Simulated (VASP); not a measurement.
Input of a VASP 6.6.1 run:

File INCAR:

```
PREC = Accurate
ENCUT = 520
EDIFF = 1E-6
ISMEAR = -1
SIGMA = 0.02
LREAL = F
LASPH = T
NELM = 60
ALGO = Normal
ISIF = 2
LWAVE = F
LCHARG = T
GGA = PE
LELF = T
LVHAR = T
NBANDS = 15
```

The input KPOINTS:

```
regular mesh
0
Gamma
  10 10 10
```

File POSCAR:

```
SiO2
1.0
    0.0000000000      2.1987346242      2.1987346242
    2.1987346242      0.0000000000      2.1987346242
    2.1987346242      2.1987346242      0.0000000000
Si O
1 2
Direct
    0.0000000000      0.0000000000      0.0000000000
    0.2500000000      0.2500000000      0.2500000000
    0.7500000000      0.7500000000      0.7500000000
```

Potentials or basis: VASP PAW PBE potentials, release 64 (Si, O).

Run with:

```bash
$ cat potpaw_PBE.64/Si/POTCAR potpaw_PBE.64/O/POTCAR > POTCAR
$ mpirun -np 1 vasp_std > vasp.out
```

**Question.** Predict the pressure.

**Answer.** 43.1 GPa.

**Question.** Estimate the band gap on the k mesh.

**Answer.** 2.12 eV, direct.

Caveat: the cell differs from its parent crystal (strain -2.9%). A k mesh can miss the band edges.
